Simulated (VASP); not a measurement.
Set up this calculation in VASP 6.6.1, as the native input.

```yaml
Task: relaxation of cell and atoms
Functional: PBE
Potentials_or_basis: VASP PAW PBE potentials, release 64 (Si, Sb, Cl)
Cutoff: 600 eV
k_mesh: 6 × 6 × 6
Occupations: gaussian, width 0.1 eV
Spin: no spin polarisation
Dipole_correction: no
Further_INCAR_settings: ALGO = Normal; EDIFF = 1e-06; IBRION = 2; EDIFFG = -0.04; NSW = 90; ISIF = 3
```

The structure of SiSb2Cl2 lies in POSCAR:

```
SiSb2Cl2
1.0
   -2.2525198446      2.2525198446      5.9100768200
    2.2525198446     -2.2525198446      5.9100768200
    2.2525198446      2.2525198446     -5.9100768200
Si Sb Cl
1 2 2
Direct
    0.0000000000      0.0000000000      0.0000000000
    0.2500000000      0.7500000000      0.5000000000
    0.7500000000      0.2500000000      0.5000000000
    0.6260000000      0.6260000000      0.0000000000
    0.3740000000      0.3740000000      0.0000000000
```

One way to write it, as run:

INCAR

```
SYSTEM = SiSb2Cl2
PREC = Accurate
ENCUT = 600
EDIFF = 1E-6
ISMEAR = 0
SIGMA = 0.1
LREAL = .FALSE.
LASPH = .TRUE.
NELM = 60
ALGO = Normal
ISIF = 3
LWAVE = .FALSE.
LCHARG = .FALSE.
GGA = PE
IBRION = 2
NSW = 90
EDIFFG = -0.04
```

KPOINTS

```
Automatic mesh
0
G
  6 6 6
  0 0 0
```

Potentials or basis: VASP PAW PBE potentials, release 64 (Si, Sb, Cl).

Command:

```sh
$ cat potpaw_PBE.64/Si/POTCAR potpaw_PBE.64/Sb/POTCAR potpaw_PBE.64/Cl/POTCAR > POTCAR
$ mpirun -np 1 vasp_std > vasp.out
```

It gave:

- Relaxed volume: 31.13 Å³/atom
- Relaxed cell: a = 10.433 Å, b = 10.433 Å, c = 10.433 Å, α = 158.26°, β = 158.26°, γ = 30.93°
- Space group after relaxing (to 0.1 Å): I4/mmm (No. 139)
- Energy gained by relaxing: 639.1 meV/atom
- Ionic steps: 30
- Pressure after relaxing: 0.0 GPa
- Largest force after relaxing: 0.029 eV/Å
- Band gap on the k mesh: zero (bands 14 and 15 overlap by 1.02 eV)

Caveat: the volume moved by over 15 % at a fixed basis, so the end points are rough; spin-orbit coupling is left out, which moves the levels of the heavy elements.

It took 22 min on 1 thread of Intel(R) Xeon(R) 6975P-C (Granite Rapids), on a shared host, peak memory 0.51 GiB.
